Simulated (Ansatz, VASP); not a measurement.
## One calculation of LiCl, two programs

POSCAR

```
LiCl
1.0
    3.5749486122      0.0000000000      0.0000000000
   -1.7874743061      3.0959963154      0.0000000000
    0.0000000000      0.0000000000      6.0240820410
Li Cl
2 2
Direct
    0.0000000000      0.0000000000      0.0000000000
    0.0000000000      0.0000000000      0.5000000000
    0.3333333333      0.6666666667      0.2500000000
    0.6666666667      0.3333333333      0.7500000000
```

The input INCAR.step1:

```
SYSTEM = LiCl
PREC = Accurate ; ENCUT = 520
ISMEAR = 0 ; SIGMA = 0.01
LREAL = .False. ; LASPH = .True.
NELM = 80 ; NBANDS = 18
GGA = PE ; ALGO = Normal
EDIFF = 1E-4 ; LWAVE = .True.
LCHARG = .False.
```

File INCAR.step2:

```
SYSTEM = LiCl
PREC = Accurate ; ENCUT = 520
EDIFF = 1E-7 ; ISMEAR = 0
SIGMA = 0.01 ; LREAL = .False.
LASPH = .True. ; NELM = 80
ALGO = Normal ; ISIF = 2
LWAVE = .False. ; LCHARG = .False.
METAGGA = R2SCAN ; LMIXTAU = .True.
NBANDS = 18 ; ISTART = 1
```

KPOINTS

```
Automatic mesh
0
Gamma
  12 12 4
  0 0 0
```

Input for Ansatz:

```yaml
crystal:
  lattice:
    - [3.5749486122, 0.0, 0.0]
    - [-1.7874743061, 3.0959963154, 0.0]
    - [0.0, 0.0, 6.024082041]
  atoms:
    - { symbol: Li, position: [0.0, 0.0, 0.0] }
    - { symbol: Li, position: [0.0, 0.0, 0.5] }
    - { symbol: Cl, position: [0.3333333333, 0.6666666667, 0.25] }
    - { symbol: Cl, position: [0.6666666667, 0.3333333333, 0.75] }
kpoints:
  mp_grid: { grid: [12, 12, 4] }
  band_path:
    path:
      - [0.0, 0.0, 0.0]
      - [0.5, 0.0, 0.0]
      - [0.3333333333, 0.3333333333, 0.0]
      - [0.0, 0.0, 0.5]
      - [0.5, 0.0, 0.5]
      - [0.3333333333, 0.3333333333, 0.5]
      - [-0.067708, 0.0, 0.0]
    npoints: 1
hamiltonian:
  xc: r2scan
scf:
  occupations: { method: fixed }
  n_extra_bands: 5
output:
  forces: true
  stress: true
  eigenvalues: true
  write_density: true
  write_potential: true
  elf: true
  volumetric_format: npy
```

Alike in both runs: task single point; functional r2SCAN; k mesh 12 × 12 × 4; no spin polarisation.

```csv
,VASP,Ansatz
version,VASP 6.6.1,Ansatz 0.2.0
potentials or method,"VASP PAW PBE potentials, release 64 (Li_sv, Cl)","plane waves, PAW"
plane-wave cutoff (eV),520,500
occupations,"gaussian, width 0.01 eV",fixed
valence electrons in the cell,20,20
```

Ansatz gave:

```
gap on the k mesh at the Fermi level (eV) : 7.25
```

Question: Estimate VASP's values.

Answer: gap on the k mesh at the Fermi level (eV): 7.33.

VASP's potentials were made for PBE, not for r2SCAN.

Noted on VASP's run: the cutoff is short for stress, so the pressure is rough.
